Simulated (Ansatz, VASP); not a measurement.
**PbSe: VASP beside Ansatz**

File POSCAR:

```
PbSe
1.0
    0.0000000000      2.9981702236      2.9981702236
    2.9981702236      0.0000000000      2.9981702236
    2.9981702236      2.9981702236      0.0000000000
Pb Se
1 1
Direct
    0.0000000000      0.0000000000      0.0000000000
    0.5000000000      0.5000000000      0.5000000000
```

INCAR.step1

```
  ALGO = Normal
  EDIFF = 1E-4
  ENCUT = 520
  GGA = PE
  ISMEAR = -1
  LASPH = True
  LCHARG = False
  LREAL = False
  LWAVE = True
  NBANDS = 17
  NELM = 60
  PREC = Accurate
  SIGMA = 0.05
```

File INCAR.step2:

```
  ALGO = Normal
  BPARAM = 11.95
  CPARAM = 0.0093
  EDIFF = 1E-6
  ENCUT = 520
  ISIF = 2
  ISMEAR = -1
  ISTART = 1
  IVDW_NL = 2
  LASPH = True
  LCHARG = False
  LMIXTAU = True
  LREAL = False
  LUSE_VDW = True
  LWAVE = False
  METAGGA = R2SCAN
  NBANDS = 17
  NELM = 60
  PREC = Accurate
  SIGMA = 0.05
```

Contents of KPOINTS:

```
k-points
0
Gamma
  8 8 8
```

Contents of input.yaml:

```yaml
crystal:
  lattice:
    - [0.0, 2.9981702236, 2.9981702236]
    - [2.9981702236, 0.0, 2.9981702236]
    - [2.9981702236, 2.9981702236, 0.0]
  atoms:
    - { symbol: Pb, position: [0.0, 0.0, 0.0] }
    - { symbol: Se, position: [0.5, 0.5, 0.5] }
hamiltonian:
  xc: r2scan
  pseudopotentials: { kind: paw }
  dispersion: rvv10
kpoints:
  mp_grid: { grid: [8, 8, 8] }
scf:
  occupations: { method: fermi_dirac, width: 0.05 }
output:
  forces: true
  stress: true
  eigenvalues: true
  write_density: true
  write_potential: true
  elf: true
  volumetric_format: npy
```

Alike in both runs: task single point; functional r2SCAN; dispersion rVV10; k mesh 8 × 8 × 8; occupations fermi-dirac, width 0.05 eV; no spin polarisation.

|  | VASP | Ansatz |
| --- | --- | --- |
| version | VASP 6.6.1 | Ansatz 0.2.0 |
| potentials or method | VASP PAW PBE potentials, release 64 (Pb_d, Se) | Ansatz PAW |
| plane-wave cutoff (eV) | 520 | 500 |
| valence electrons in the cell | 20 | 30 |

```tsv
	VASP	Ansatz	Ansatz less VASP
gap on the k mesh at the Fermi level (eV)	0.30	0.30	-0.007
least direct gap on the mesh (eV)	0.30	0.30	-0.007
pressure (GPa)	4.8	4.5	-0.26
```

VASP's potentials were made for PBE, not for r2SCAN. VASP's potentials hold 20 valence electrons a cell and Ansatz's 30, so a difference there can come from the potentials and not from the codes.

Spin-orbit coupling is off throughout.
